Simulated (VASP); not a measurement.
# HBr (I4/mmm) in VASP: further runs, part 2 of 3

VASP 6.6.1. Earlier steps stand in the parts before.

## (3) Single point, PBEsol (biaxial strain in the a-b plane: +3.0 %)

File INCAR:

```
SYSTEM = HBr
ALGO = Normal ; EDIFF = 1E-7
ENCUT = 520 ; GGA = PS
ISIF = 2 ; ISMEAR = 0
LASPH = .TRUE. ; LCHARG = .FALSE.
LREAL = .FALSE. ; LWAVE = .FALSE.
NBANDS = 16 ; NELM = 80
PREC = Accurate ; SIGMA = 0.02
```

File KPOINTS:

```
k-points
0
G
  6 6 8
  0 0 0
```

File POSCAR:

```
HBr
1.0
    5.6092902170      0.0000000000      0.0000000000
    0.0000000000      5.6092902170      0.0000000000
    0.0000000000      0.0000000000      3.2821413321
H Br
2 2
Direct
    0.0000000000      0.0000000000      0.0000000000
    0.5000000000      0.5000000000      0.5000000000
    0.0000000000      0.0000000000      0.5000000000
    0.5000000000      0.5000000000      0.0000000000
```

Potentials or basis: VASP PAW PBE potentials, release 64 (H, Br).

Command:

```
$ cat potpaw_PBE.64/H/POTCAR potpaw_PBE.64/Br/POTCAR > POTCAR
$ mpirun -np 1 vasp_std > vasp.out
```

Wall time 70 s (1 thread of Intel Xeon Platinum 8259CL at 2.50GHz (Skylake/Cascade Lake), shared host); peak memory 0.23 GiB.

Results (log left out):

```yaml
Free_energy: -10.0718 eV
Pressure: 1.3 GPa
Band_gap_on_the_k_mesh: 1.68 eV
```

Stress tensor (GPa, compression positive):
```
-0.10  0.00  0.00
 0.00 -0.10  0.00
 0.00  0.00  4.03
```

Levels at points of the mesh, in eV from the valence-band top:
```csv
k point,band 5,band 6,band 7,band 8,band 9,band 10,band 11,band 12
"(0.00, 0.00, 0.00)",-0.43,-0.43,-0.36,-0.21,1.68,1.88,5.87,7.37
"(0.50, 0.00, 0.00)",-0.97,-0.97,-0.28,-0.28,1.78,1.78,7.97,7.97
"(0.50, 0.50, 0.00)",-0.30,-0.30,-0.28,-0.28,1.79,1.79,8.38,8.38
"(0.00, 0.00, 0.50)",-0.12,-0.12,-0.12,-0.12,8.83,8.83,8.83,8.83
"(0.50, 0.00, 0.50)",-0.16,-0.16,-0.10,-0.10,7.54,7.54,8.38,8.38
"(0.50, 0.50, 0.50)",-0.19,-0.19,-0.19,-0.19,8.35,8.35,8.35,8.35
```

Caveat: the cell differs from its parent crystal (biaxial strain in the a-b plane: +3.0 %); the PAW data sets were made with another functional, which shifts forces and pressure a little.

## (4) Single point, PBEsol (biaxial strain in the a-b plane: +3.0 %, then relaxed in part)

File INCAR:

```
PREC     = Accurate       # precision mode
ENCUT    = 520            # plane-wave cutoff, eV
EDIFF    = 1E-6           # SCF threshold, eV
ISMEAR   = 0              # smearing method
SIGMA    = 0.02           # smearing width, eV
LREAL    = F              # projectors in reciprocal space
LASPH    = T              # aspherical terms in the spheres
NELM     = 100            # most SCF steps
ALGO     = Normal         # electronic algorithm
ISIF     = 2              # what is computed and relaxed
LWAVE    = F              # write WAVECAR
LCHARG   = F              # write CHGCAR
GGA      = PS             # functional
NBANDS   = 16             # bands
```

File KPOINTS:

```
Automatic mesh
0
Gamma
  6 6 8
```

Edit POSCAR of step 3 so:

```diff
@@ -4,3 +4,3 @@
     0.0000000000      5.6092902170      0.0000000000
-    0.0000000000      0.0000000000      3.2821413321
+    0.0000000000      0.0000000000      3.3433653892
 H Br
```

Potentials or basis: VASP PAW PBE potentials, release 64 (H, Br).

Command:

```
$ cat potpaw_PBE.64/H/POTCAR potpaw_PBE.64/Br/POTCAR > POTCAR
$ mpirun -np 1 vasp_std > vasp.out
```

OUTCAR:

```text
PREC = Accurate
   ENCUT = 520
   EDIFF = 1E-6
   ISMEAR = 0
   LREAL = F
   LASPH = T
   NELM = 100
   ISIF = 2
   GGA = PS

 ion  position               nearest neighbor table
   1  0.000  0.000  0.000-   3 1.67   3 1.67
   2  0.500  0.500  0.500-   4 1.67   4 1.67
   3  0.000  0.000  0.500-   1 1.67   1 1.67
   4  0.500  0.500  0.000-   2 1.67   2 1.67

  LATTYP: Found a simple tetragonal cell.
 ALAT       =     5.6092902170
 C/A-ratio  =     0.5960407217
[... 654 lines left out ...]
      5      -3.6246      2.00000
      6      -3.6246      2.00000
[... 8 lines left out ...]
     15       8.4614      0.00000
     16       8.4614      0.00000

 [... further k-points ...]
[... 5 lines left out ...]
  --------------------------------------------------------------------------------------
  -------------------------------------------------------------------------------------
  Total       -0.0649723     -0.0649723      0.0201488      0.0000000      0.0000000      0.0000000
  in kB       -0.9895535     -0.9895535      0.3068742      0.0000000      0.0000000      0.0000000
  external PRESSURE =      -0.5574109 kB  Pullay stress =       0.0000000 kB

 VOLUME and BASIS-vectors are now :
 -----------------------------------------------------------------------------
  energy-cutoff  :      520.00
  volume of cell :      105.20
      direct lattice vectors                 reciprocal lattice vectors
     5.609290217  0.000000000  0.000000000     0.178275675  0.000000000  0.000000000
     0.000000000  5.609290217  0.000000000     0.000000000  0.178275675  0.000000000
     0.000000000  0.000000000  3.343365389     0.000000000  0.000000000  0.299099824

 POSITION                                       TOTAL-FORCE (eV/Angst)
 -----------------------------------------------------------------------------------
      0.00000      0.00000      0.00000         0.000000      0.000000      0.000000
      2.80465      2.80465      1.67168         0.000000      0.000000      0.000000
      0.00000      0.00000      1.67168         0.000000      0.000000      0.000000
      2.80465      2.80465      0.00000        -0.000000     -0.000000     -0.000000
 -----------------------------------------------------------------------------------
    total drift:                                0.000000     -0.000000     -0.000000

  FREE ENERGIE OF THE ION-ELECTRON SYSTEM (eV)
  ---------------------------------------------------
  free  energy   TOTEN  =       -10.0959037577 eV

  energy  without entropy=      -10.0959037577  energy(sigma->0) =      -10.09590376
```

stdout:

```text
POSCAR found type information on POSCAR H Br
 POSCAR found :  2 types and       4 ions
 scaLAPACK will be used
 -----------------------------------------------------------------------------
|                                                                             |
|                                                                             |
|     You enforced a specific xc type in the INCAR file but a different       |
|     I HOPE YOU KNOW WHAT YOU ARE DOING!                                     |
|                                                                             |
 -----------------------------------------------------------------------------

 LDA part: xc-table for (Slater+PW92), standard interpolation
 POSCAR, INCAR and KPOINTS ok, starting setup
 FFT: planning ... GRIDC
 FFT: planning ... GRID_SOFT
 FFT: planning ... GRID
 WAVECAR not read
 entering main loop
```

Run time: 79 s. Hardware: 1 thread of Intel Xeon Platinum 8259CL at 2.50GHz (Skylake/Cascade Lake), shared host; peak memory 0.25 GiB.

What came out:

```
Free energy            : -10.0959 eV
Pressure               : -0.1 GPa
Band gap on the k mesh : 1.48 eV
```

Stress tensor (GPa, compression positive):
```
-0.10  0.00  0.00
 0.00 -0.10  0.00
 0.00  0.00  0.03
```

Levels at points of the mesh, in eV from the valence-band top:
| k point | band 5 | band 6 | band 7 | band 8 | band 9 | band 10 | band 11 | band 12 |
| --- | --- | --- | --- | --- | --- | --- | --- | --- |
| (0.00, 0.00, 0.00) | -0.47 | -0.36 | -0.36 | -0.31 | 1.48 | 1.70 | 5.92 | 7.42 |
| (0.50, 0.00, 0.00) | -0.89 | -0.89 | -0.39 | -0.39 | 1.59 | 1.59 | 7.99 | 7.99 |
| (0.50, 0.50, 0.00) | -0.39 | -0.39 | -0.24 | -0.24 | 1.59 | 1.59 | 8.45 | 8.45 |
| (0.00, 0.00, 0.50) | -0.12 | -0.12 | -0.12 | -0.12 | 8.87 | 8.87 | 8.87 | 8.87 |
| (0.50, 0.00, 0.50) | -0.17 | -0.17 | -0.11 | -0.11 | 7.54 | 7.54 | 8.41 | 8.41 |
| (0.50, 0.50, 0.50) | -0.20 | -0.20 | -0.20 | -0.20 | 8.37 | 8.37 | 8.37 | 8.37 |

Caveat: the cell differs from its parent crystal (biaxial strain in the a-b plane: +3.0 %, then relaxed in part); the PAW data sets were made with another functional, which shifts forces and pressure a little.

(Continued in part 3 of 3.)
